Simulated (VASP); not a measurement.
A run of VASP 6.6.1 is set up as follows.

File INCAR:

```
SYSTEM = Ce
PREC = Accurate ; ENCUT = 520
EDIFF = 1E-7 ; ISMEAR = -1
SIGMA = 0.05 ; LREAL = .False.
LASPH = .True. ; NELM = 150
ALGO = Normal ; ISIF = 2
LWAVE = .False. ; LCHARG = .False.
ISPIN = 2 ; MAGMOM = 1
LORBIT = 11 ; LMAXMIX = 6
GGA = CA ; NBANDS = 16
```

File KPOINTS:

```
Automatic mesh
0
Gamma
  10 10 10
  0 0 0
```

Contents of POSCAR:

```
Ce
1.0
   -1.9432985503      1.9432985503      1.9432985503
    1.9432985503     -1.9432985503      1.9432985503
    1.9432985503      1.9432985503     -1.9432985503
Ce
1
Direct
    0.0000000000      0.0000000000      0.0000000000
```

Potentials or basis: VASP PAW LDA potentials, release 64 (Ce).

Command:

```bash
$ cat potpaw_LDA.64/Ce/POTCAR > POTCAR
$ mpirun -np 1 vasp_std > vasp.out
```

Predict the band gap on the k mesh.

zero (filled and empty bands overlap).

What does it give for the pressure?

-7.1 GPa.

Caveat: the magnetic or orbital state may not be the lowest; the cell stands under tension; spin-orbit coupling is left out, which moves the levels of the heavy elements; semilocal functionals describe open f shells poorly, which spoils levels, moments and volumes. The state reached can hang on the start; a lower one may exist.
